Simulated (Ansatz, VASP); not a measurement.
# Two plane-wave programs on Ti3Se

File INCAR:

```
  ALGO = Normal
  EDIFF = 1E-7
  ENCUT = 520
  GGA = PE
  ISIF = 2
  ISMEAR = -1
  LASPH = True
  LCHARG = False
  LREAL = False
  LWAVE = False
  NBANDS = 29
  NELM = 60
  PREC = Accurate
  SIGMA = 0.05
```

KPOINTS

```
k-points
0
Gamma
  10 10 4
```

The input POSCAR:

```
Ti3Se
1.0
    3.1759855858      0.0000000000      0.0000000000
   -1.5879927929      2.7504841993      0.0000000000
    0.0000000000      0.0000000000      7.8894363804
Se Ti
1 3
Direct
    0.0000000000      0.0000000000      0.0000000000
    0.6666666667      0.3333333333      0.5000000000
    0.3333333333      0.6666666667      0.7729020000
    0.3333333333      0.6666666667      0.2270980000
```

Contents of input.yaml:

```yaml
crystal:
  lattice:
    - [3.1759855858, 0.0, 0.0]
    - [-1.5879927929, 2.7504841993, 0.0]
    - [0.0, 0.0, 7.8894363804]
  atoms:
    - { symbol: Se, position: [0.0, 0.0, 0.0] }
    - { symbol: Ti, position: [0.6666666667, 0.3333333333, 0.5] }
    - { symbol: Ti, position: [0.3333333333, 0.6666666667, 0.772902] }
    - { symbol: Ti, position: [0.3333333333, 0.6666666667, 0.227098] }
hamiltonian:
  xc: pbe
  pseudopotentials: { kind: paw }
kpoints:
  mp_grid: { grid: [10, 10, 4] }
scf:
  occupations: { method: fermi_dirac, width: 0.05 }
output:
  forces: true
  stress: true
  eigenvalues: true
  write_density: true
  write_potential: true
  elf: true
  volumetric_format: npy
```

Alike in both runs: task single point; functional PBE; k mesh 10 × 10 × 4; occupations fermi-dirac, width 0.05 eV; no spin polarisation.

|  | VASP | Ansatz |
| --- | --- | --- |
| version | VASP 6.6.1 | Ansatz 0.2.0 |
| potentials or method | VASP PAW PBE potentials, release 64 (Se, Ti_sv) | Ansatz PAW |
| plane-wave cutoff (eV) | 520 | 420 |
| valence electrons in the cell | 42 | 52 |

```csv
,VASP,Ansatz,Ansatz less VASP
gap on the k mesh at the Fermi level (eV),none,none,-
pressure (GPa),2.5,2.5,-0.02
"traceless stress, the component that is largest in VASP (GPa)",0.39,0.39,-0.004
rms of the force components (eV/Å),0.044,0.034,-0.0101
```

Atom by atom the forces differ by 0.010 eV/Å (rms over components). A gap of «none» marks a metal or a gap that the smearing closes. VASP's potentials hold 42 valence electrons a cell and Ansatz's 52, so a difference there can come from the potentials and not from the codes.
